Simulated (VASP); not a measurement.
# CdPbO2 (P-3m1) in VASP: notebook

CdPbO2 is run at these levels: PBE; tasks: single point.

Program: VASP 6.6.1. These are calculated values, not measurements. Logs are shortened: lines on timing, memory, paths and dates and some standing lists are left out, and cuts for length are marked.

## 1. The cell of the first run

The structure is trigonal, space group P-3m1 (No. 164). Conventional cell: a = 3.547 Å, b = 3.547 Å, c = 5.497 Å, α = 90.00°, β = 90.00°, γ = 120.00°. Cd (site symmetry -3m) has 6 O at 2.47 Å and 2 Pb at 2.75 Å within 3.3 Å. Within 3.3 Å of Pb (site symmetry -3m) lie 6 O at 2.47 Å and 2 Cd at 2.75 Å. O (site symmetry 3m) has 3 Cd at 2.47 Å and 3 Pb at 2.47 Å within 3.3 Å.

## 2. Single point, PBE

File INCAR:

```
SYSTEM = CdPbO2
ALGO = Normal
EDIFF = 1E-6
ENCUT = 520
GGA = PE
ISIF = 2
ISMEAR = 0
LASPH = .TRUE.
LCHARG = .FALSE.
LREAL = .FALSE.
LWAVE = .FALSE.
NBANDS = 27
NELM = 80
PREC = Accurate
SIGMA = 0.1
```

File KPOINTS:

```
k-points
0
G
  6 6 4
  0 0 0
```

File POSCAR:

```
CdPbO2
1.0
    3.5466598200      0.0000000000      0.0000000000
   -1.7733299100      3.0714975000      0.0000000000
    0.0000000000      0.0000000000      5.4973227200
Cd Pb O
1 1 2
Direct
    0.0000000000      0.0000000000      0.5000000000
    0.0000000000      0.0000000000      0.0000000000
    0.3333333300      0.6666666700      0.2500000000
    0.6666666700      0.3333333300      0.7500000000
```

Potentials or basis: VASP PAW PBE potentials, release 64 (Cd, Pb_d, O).

The run is started by

```sh
cat potpaw_PBE.64/Cd/POTCAR potpaw_PBE.64/Pb_d/POTCAR potpaw_PBE.64/O/POTCAR > POTCAR
mpirun -np 1 vasp_std > vasp.out
```

OUTCAR:

```text
SYSTEM = CdPbO2
   EDIFF = 1E-6
   ENCUT = 520
   GGA = PE
   ISIF = 2
   ISMEAR = 0
   LASPH = .TRUE.
   LREAL = .FALSE.
   NELM = 80
   PREC = Accurate

 ion  position               nearest neighbor table
   1  0.000  0.000  0.500-   3 2.47   4 2.47   3 2.47   4 2.47   4 2.47   3 2.47   2 2.75   2 2.75

   2  0.000  0.000  0.000-   3 2.47   4 2.47   3 2.47   4 2.47   4 2.47   3 2.47   1 2.75   1 2.75

   3  0.333  0.667  0.250-   1 2.47   2 2.47   1 2.47   2 2.47   1 2.47   2 2.47
   4  0.667  0.333  0.750-   1 2.47   2 2.47   1 2.47   2 2.47   1 2.47   2 2.47

  LATTYP: Found a hexagonal cell.
 ALAT       =     3.5466598200
 C/A-ratio  =     1.5499999997

  Lattice vectors:

 A1 = (   3.5466598200,   0.0000000000,   0.0000000000)
 A2 = (  -1.7733299100,   3.0714975000,   0.0000000000)
 A3 = (   0.0000000000,   0.0000000000,   5.4973227200)

Analysis of symmetry for initial positions (statically):
=====================================================================
 Subroutine PRICEL returns:
 Original cell was already a primitive cell.

 Routine SETGRP: Setting up the symmetry group for a
 hexagonal supercell.

 Subroutine GETGRP returns: Found 12 space group operations
 (whereof 12 operations were pure point group operations)
 out of a pool of 24 trial point group operations.

The static configuration has the point symmetry D_3d.

Analysis of symmetry for dynamics (positions and initial velocities):
=====================================================================
 Subroutine PRICEL returns:
 Original cell was already a primitive cell.

 Routine SETGRP: Setting up the symmetry group for a
 hexagonal supercell.

 Subroutine GETGRP returns: Found 12 space group operations
 (whereof 12 operations were pure point group operations)
 out of a pool of 24 trial point group operations.

The dynamic configuration has the point symmetry D_3d.

 Subroutine INISYM returns: Found 12 space group operations
 (whereof 12 operations are pure point group operations),
 and found     1 'primitive' translations

----------------------------------------------------------------------------------------

                                     Primitive cell

  volume of cell :      59.8854

  direct lattice vectors                    reciprocal lattice vectors
[... 87 lines left out ...]
   LASPH  =      T    aspherical Exc in radial PAW
   ENCUT  =  520.0 eV  38.22 Ry    6.18 a.u.   6.59  6.59 10.22*2*pi/ulx,y,z
   NELM   =     80;   NELMIN=  2; NELMDL= -5     # of ELM steps
   EDIFF  = 0.1E-05   stopping-criterion for ELM
   LREAL  =      F    real-space projection
   EDIFFG = 0.1E-04   stopping-criterion for IOM
   NSW    =      0    number of steps for IOM
   IBRION =     -1    ionic relax: 0-MD 1-quasi-New 2-CG
   NFREE  =      0    steps in history (QN), initial steepest desc. (CG)
   ISIF   =      2    stress and relaxation
   ISYM   =      2    0-nonsym 1-usesym 2-fastsym
   POTIM  = 0.5000    time-step for ionic-motion
   TEBEG  =    0.0;   TEEND  =   0.0 temperature during run
   PSTRESS=    0.0 pullay stress
   NELECT =      38.0000    total number of electrons
   NUPDOWN=      -1.0000    fix difference up-down
   EMIN   =  10.00;   EMAX   =-10.00  energy-range for DOS
   EFERMI =   0.00;   METHOD = LEGACY
   ISMEAR =     0;   SIGMA  =   0.10  broadening in eV -4-tet -1-fermi 0-gaus
   EFERMI_NEDOS =   21; number of points for ismear=-14 and -15
   IALGO  =     38    algorithm
   IMIX   =      4    mixing-type and parameters
     AMIX     =   0.40;   BMIX     =  1.00
     AMIX_MAG =   1.60;   BMIX_MAG =  1.00
  volume/ion in A,a.u.               =      14.97       101.03
  Fermi-wavevector in a.u.,A,eV,Ry     =   1.406789  2.658446 26.926693  1.979056
  Thomas-Fermi vector in A             =   2.529114
   LORBIT       =      0    0 simple, 1 ext, 2 COOP (PROOUT), +10 PAW based schemes
   GGA     = PE    functional components
   LHFCALC =     F    Hartree Fock is set to
   AEXX    =    0.0000 exact exchange contribution
   IVDW    =     0    specifies the selected vdW correction
   LEPSILON=     F    determine dielectric tensor
   LRPA    =     F    only Hartree local field effects (RPA)
 non-spin polarized calculation
 Gauss-broadening in eV      SIGMA  =   0.10
  energy-cutoff  :      520.00
  volume of cell :       59.89
 maximum number of plane-waves:      1641
 NGX is ok and might be reduce to    28
   NGX = 13   NGY = 13   NGZ = 21

 number of electron      38.0000000 magnetization

 Free energy of the ion-electron system (eV)
  ---------------------------------------------------
  ext. energy  EPLUGINS =         0.00000000
  ---------------------------------------------------
  free energy    TOTEN  =       -16.77175314 eV

  energy without entropy =      -16.77026110  energy(sigma->0) =      -16.77100712

 E-fermi :   5.3615     XC(G=0): -11.1774

 val. band max:        5.3255168525   @ k =   0.3333   0.3333   0.5000
 cond. band min:       5.6999717851   @ k =   0.0000   0.0000   0.2500
 fundamental gap:      0.3744549326
 Fermi energy:         5.3614847934

 k-point     1 :       0.0000    0.0000    0.0000
  band No.  band energies     occupation
      1     -12.9223      2.00000
      2     -12.0510      2.00000
      3     -11.2497      2.00000
      4     -10.9487      2.00000
      5     -10.9487      2.00000
      6     -10.8893      2.00000
[... 709 lines left out ...]
     26      14.9255      0.00000
     27      19.0750      0.00000

------------------------ aborting loop because EDIFF is reached ----------------------------------------

  FORCE on cell =-STRESS in cart. coord.  units (eV):
  Direction    XX          YY          ZZ          XY          YZ          ZX
  --------------------------------------------------------------------------------------
  -------------------------------------------------------------------------------------
  Total        2.1910320      2.1910320     10.7210371     -0.0000000      0.0000000     -0.0000000
  in kB       58.6189942     58.6189941    286.8312369     -0.0000000      0.0000000     -0.0000000
  external PRESSURE =     134.6897417 kB  Pullay stress =       0.0000000 kB

 VOLUME and BASIS-vectors are now :
 -----------------------------------------------------------------------------
  energy-cutoff  :      520.00
  volume of cell :       59.89
      direct lattice vectors                 reciprocal lattice vectors
     3.546659820  0.000000000  0.000000000     0.281955432  0.162787044  0.000000000
    -1.773329910  3.071497500  0.000000000     0.000000000  0.325574089  0.000000000
     0.000000000  0.000000000  5.497322720     0.000000000  0.000000000  0.181906730

 POSITION                                       TOTAL-FORCE (eV/Angst)
 -----------------------------------------------------------------------------------
      0.00000      0.00000      2.74866         0.000000      0.000000      0.000000
      0.00000      0.00000      0.00000         0.000000      0.000000      0.000000
     -0.00000      2.04767      1.37433        -0.000000      0.000000      1.595879
      1.77333      1.02383      4.12299         0.000000     -0.000000     -1.595879
 -----------------------------------------------------------------------------------
    total drift:                               -0.000000      0.000000      0.000000

  FREE ENERGIE OF THE ION-ELECTRON SYSTEM (eV)
  ---------------------------------------------------
  free  energy   TOTEN  =       -16.7717531449 eV

  energy  without entropy=      -16.7702611013  energy(sigma->0) =      -16.77100712
```

stdout:

```text
POSCAR found type information on POSCAR CdPbO
 POSCAR found :  3 types and       4 ions
 scaLAPACK will be used
 LDA part: xc-table for (Slater+PW92), standard interpolation
 POSCAR, INCAR and KPOINTS ok, starting setup
 FFT: planning ... GRIDC
 FFT: planning ... GRID_SOFT
 FFT: planning ... GRID
 WAVECAR not read
 entering main loop
```

It took 26 s on 1 thread of AMD EPYC 9R45 (Zen 5), shared host; peak memory 0.17 GiB.

Results:

| Item | Value |
| --- | --- |
| Free energy | -16.7718 eV |
| Pressure | 13.5 GPa |
| Largest force | 1.596 eV/Å |
| Band gap on the k mesh | zero (band 19 reaches 5.33 eV, above the bottom of band 20 at 5.22 eV) |

Forces in eV/Å, atoms in the order of the input:
```
Cd   0.000  0.000  0.000
Pb   0.000  0.000  0.000
O    0.000  0.000  1.596
O    0.000  0.000 -1.596
```

Caveat: spin-orbit coupling is left out, which moves the levels of the heavy elements; forces of over 1 eV/Å act on the atoms, so gaps and moduli don't describe the material at rest.

## 3. Single point, PBE

This run uses another cell than the first one, of 15.95 Å³/atom, 1.066 times its volume.

File INCAR:

```
ALGO = Normal
EDIFF = 1E-6
ENCUT = 520
GGA = PE
ISIF = 2
ISMEAR = 0
LASPH = True
LCHARG = True
LELF = True
LREAL = False
LVHAR = True
LWAVE = False
NBANDS = 27
NELM = 60
PREC = Accurate
SIGMA = 0.1
```

File KPOINTS:

```
k-points
0
Gamma
  6 6 4
```

File POSCAR:

```
CdPbO2
1.0
    3.4626983684      0.0000000000      0.0000000000
   -1.7313491842      2.9987847527      0.0000000000
    0.0000000000      0.0000000000      6.1456263710
Cd Pb O
1 1 2
Direct
    0.0000000000      0.0000000000      0.5000000000
    0.0000000000      0.0000000000      0.0000000000
    0.3333333333      0.6666666667      0.2778749883
    0.6666666667      0.3333333333      0.7221250117
```

Potentials or basis: VASP PAW PBE potentials, release 64 (Cd, Pb_d, O).

The run is started by

```sh
cat potpaw_PBE.64/Cd/POTCAR potpaw_PBE.64/Pb_d/POTCAR potpaw_PBE.64/O/POTCAR > POTCAR
mpirun -np 1 vasp_std > vasp.out
```

Run time: 26 s. Hardware: 1 thread of AMD EPYC 9R45 (Zen 5), shared host; peak memory 0.18 GiB.

The run converged. Its results:

| Quantity | Value |
| --- | --- |
| Free energy | -17.5865 eV |
| Pressure | 0.5 GPa |
| Largest force | 0.049 eV/Å |
| Band gap on the k mesh | 0.32 eV, indirect (least direct gap 0.74 eV) |

Forces in eV/Å, atoms in the order of the input:
```
Cd   0.000  0.000  0.000
Pb   0.000  0.000  0.000
O    0.000  0.000 -0.049
O    0.000  0.000  0.049
```

Stress tensor (GPa, compression positive):
```
0.46 0.00 0.00
0.00 0.46 0.00
0.00 0.00 0.69
```

Levels at points of the mesh, in eV from the valence-band top:
```
           k point  band 17  band 18  band 19  band 20  band 21  band 22
(0.00, 0.00, 0.00)    -1.52    -0.80    -0.80     1.97     3.76     7.91
(0.50, 0.00, 0.00)    -2.38    -0.87    -0.30     1.42     4.63     4.64
(0.00, 0.00, 0.50)    -0.96    -0.96    -0.42     0.32     6.54     6.83
(0.50, 0.00, 0.50)    -1.90    -1.40    -1.40     1.36     4.83     6.17
```

Caveat: spin-orbit coupling is left out, which moves the levels of the heavy elements. A k mesh can miss the band edges.
